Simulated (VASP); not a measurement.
The system is SiC, a slab with vacuum.

```xyz
8
Lattice="3.0969 0.0000 0.0000 0.0000 4.3797 0.0000 0.0000 0.0000 20.6454" Properties=species:S:1:pos:R:3 pbc="T T T"
Si    0.0000    3.6630    8.2657
Si    1.5485    1.6747    9.4690
Si    0.0000    3.8645   11.1764
Si    1.5485    1.4731   12.3797
C     1.5485    2.8096    8.0085
C     0.0000    0.6122    9.5373
C     1.5485    2.8020   11.1081
C     0.0000    0.6197   12.6369
```

Base run:

| Item | Value |
| --- | --- |
| Program | VASP 6.6.1 |
| Functional | PBE |
| Potentials or basis | VASP PAW PBE potentials, release 64 (Si, C) |
| Cutoff | 520 eV |
| k mesh | 8 × 6 × 1 |
| Occupations | fermi-dirac, width 0.02 eV |
| Spin | no spin polarisation |

Its results: band gap on the k mesh 0.83 eV (least direct gap 1.25 eV); largest force 0.012 eV/Å.

The run is repeated on the same cell with these changes: further incar settings from ALGO = Normal; EDIFF = 1e-07; NBANDS = 26 to ALGO = Normal; EDIFF = 1e-06; NBANDS = 26; EFIELD = -0.5. What comes out?

Band gap on the k mesh 0.72 eV (least direct gap 1.14 eV); largest force 0.131 eV/Å.

Caveats: semilocal functionals underestimate gaps, and a narrow one can read as zero (at least some runs).

A k mesh can miss the band edges.
